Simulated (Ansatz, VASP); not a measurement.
**AlN in VASP and in Ansatz**

File INCAR:

```
PREC = Accurate ; ENCUT = 520
EDIFF = 1E-7 ; ISMEAR = 0
SIGMA = 0.05 ; LREAL = False
LASPH = True ; NELM = 100
ALGO = Normal ; ISIF = 2
LWAVE = False ; LCHARG = False
GGA = PE ; NBANDS = 36
```

Contents of KPOINTS:

```
regular mesh
0
Gamma
  8 8 2
```

POSCAR

```
AlN
1.0
    2.2015871003     -2.2015871003      0.0000000000
    2.2015871003      0.0000000000     -2.2015871003
    9.9071419513      8.2559516261      8.2559516261
Al N
6 6
Direct
    0.9010500000     -0.0989500000      0.3958000000
    0.2760500000      0.2760500000      0.2291333333
    0.5260500000      0.5260500000      0.5624666667
    0.7760500000      0.7760500000      0.8958000000
    0.1510500000      0.1510500000      0.7291333333
    0.6510500000      0.6510500000      0.0624666667
    0.5573000000      0.5573000000      0.4374666667
    0.9323000000     -0.0677000000      0.2708000000
    0.1823000000      0.1823000000      0.6041333333
    0.4323000000      0.4323000000      0.9374666667
   -0.1927000000     -0.1927000000      0.7708000000
    0.3073000000      0.3073000000      0.1041333333
```

Input for Ansatz:

```yaml
crystal:
  lattice:
    - [2.2015871003, -2.2015871003, 0.0]
    - [2.2015871003, 0.0, -2.2015871003]
    - [9.9071419513, 8.2559516261, 8.2559516261]
  atoms:
    - { symbol: Al, position: [0.90105, -0.09895, 0.3958] }
    - { symbol: Al, position: [0.27605, 0.27605, 0.2291333333] }
    - { symbol: Al, position: [0.52605, 0.52605, 0.5624666667] }
    - { symbol: Al, position: [0.77605, 0.77605, 0.8958] }
    - { symbol: Al, position: [0.15105, 0.15105, 0.7291333333] }
    - { symbol: Al, position: [0.65105, 0.65105, 0.0624666667] }
    - { symbol: "N", position: [0.5573, 0.5573, 0.4374666667] }
    - { symbol: "N", position: [0.9323, -0.0677, 0.2708] }
    - { symbol: "N", position: [0.1823, 0.1823, 0.6041333333] }
    - { symbol: "N", position: [0.4323, 0.4323, 0.9374666667] }
    - { symbol: "N", position: [-0.1927, -0.1927, 0.7708] }
    - { symbol: "N", position: [0.3073, 0.3073, 0.1041333333] }
basis:
  ecutwfc: 420
kpoints:
  mp_grid: { grid: [8, 8, 2] }
hamiltonian:
  xc: pbe
scf:
  occupations: { method: gaussian, width: 0.05 }
output:
  forces: true
  stress: true
  eigenvalues: true
```

Alike in both runs: task single point; functional PBE; k mesh 8 × 8 × 2; occupations gaussian, width 0.05 eV; no spin polarisation.

|  | VASP | Ansatz |
| --- | --- | --- |
| version | VASP 6.6.1 | Ansatz 0.2.0 |
| potentials or method | VASP PAW PBE potentials, release 64 (Al, N), cutoff 520 eV | scalar-relativistic, plane waves, PAW |
| valence electrons in the cell | 48 | 48 |

```csv
,VASP,Ansatz,Ansatz less VASP
gap on the k mesh at the Fermi level (eV),2.57,2.58,+0.010
least direct gap on the mesh (eV),2.66,2.67,+0.009
pressure (GPa),-0.3,-0.1,+0.25
"traceless stress, the component that is largest in VASP (GPa)",5.26,5.25,-0.005
rms of the force components (eV/Å),0.420,0.420,+0.0001
```

Atom by atom the forces differ by 0.003 eV/Å (rms over components).
